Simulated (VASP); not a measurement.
Au, 2 atoms in the cell. It takes space group Fd-3m (No. 227, cubic). The conventional cell has a = 5.897 Å, b = 5.897 Å, c = 5.897 Å, α = 90.00°, β = 90.00°, γ = 90.00°. Within 3.4 Å of Au (site symmetry -43m) lie 4 Au at 2.55 Å. 

* Program: VASP 6.6.1
* Task: single point
* Functional: PBE
* Potentials or basis: VASP PAW PBE potentials, release 64 (Au)
* Cutoff: 520 eV
* k mesh: 8 × 8 × 8
* Occupations: gaussian, width 0.1 eV
* Spin: no spin polarisation
* Dipole correction: no
* Further INCAR settings: ALGO = Normal; EDIFF = 1e-06; NBANDS = 18

Potentials or basis: VASP PAW PBE potentials, release 64 (Au).

The run is started by

```sh
$ cat potpaw_PBE.64/Au/POTCAR > POTCAR
$ mpirun -np 1 vasp_std > vasp.out
```

Hardware: 1 thread of AMD EPYC 9R45 96-Core Processor (Zen 5), on a shared host.

**Question.** Estimate the wall time of this run.

**Answer.** It took 12 s on 1 thread of AMD EPYC 9R45 96-Core Processor (Zen 5), with other jobs on the host, peak memory 0.15 GiB. Counts: scf iterations 11, k points 29.
